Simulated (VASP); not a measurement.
A run of VASP 6.6.1 is set up as follows.

Contents of INCAR:

```
ALGO = Normal ; EDIFF = 1E-7
ENCUT = 520 ; GGA = PE
ISIF = 2 ; ISMEAR = 0
IVDW = 12 ; LASPH = True
LCHARG = True ; LELF = True
LREAL = False ; LVHAR = True
LWAVE = False ; NBANDS = 35
NELM = 80 ; PREC = Accurate
SIGMA = 0.1
```

Contents of KPOINTS:

```
k-points
0
Gamma
  6 6 2
```

Contents of POSCAR:

```
WS2
1.0
    3.1842228900      0.0000000000      0.0000000000
   -1.5921114500      2.7576179200      0.0000000000
    0.0000000000      0.0000000000     12.9782823600
W S
2 4
Direct
    0.3333333300      0.6666666700      0.2500000000
    0.6666666700      0.3333333300      0.7500000000
    0.3333333300      0.6666666700      0.6298049400
    0.6666666700      0.3333333300      0.1298049400
    0.3333333300      0.6666666700      0.8701950600
    0.6666666700      0.3333333300      0.3701950600
```

Potentials or basis: VASP PAW PBE potentials, release 64 (W_sv, S).

Command:

```console
$ cat potpaw_PBE.64/W_sv/POTCAR potpaw_PBE.64/S/POTCAR > POTCAR
$ mpirun -np 1 vasp_std > vasp.out
```

Q: What does it give for the largest force?

A: 0.209 eV/Å.

Q: What does it give for the pressure?

A: -1.7 GPa.

Q: What does it give for the band gap on the k mesh?

A: 1.24 eV, indirect (least direct gap 1.74 eV).

Forces in eV/Å, atoms in the order of the input:
```
W    0.000  0.000  0.000
W    0.000  0.000  0.000
S    0.000  0.000 -0.209
S    0.000  0.000 -0.209
S    0.000  0.000  0.209
S    0.000  0.000  0.209
```

Caveat: spin-orbit coupling is left out, which moves the levels of the heavy elements. A k mesh can miss the band edges.
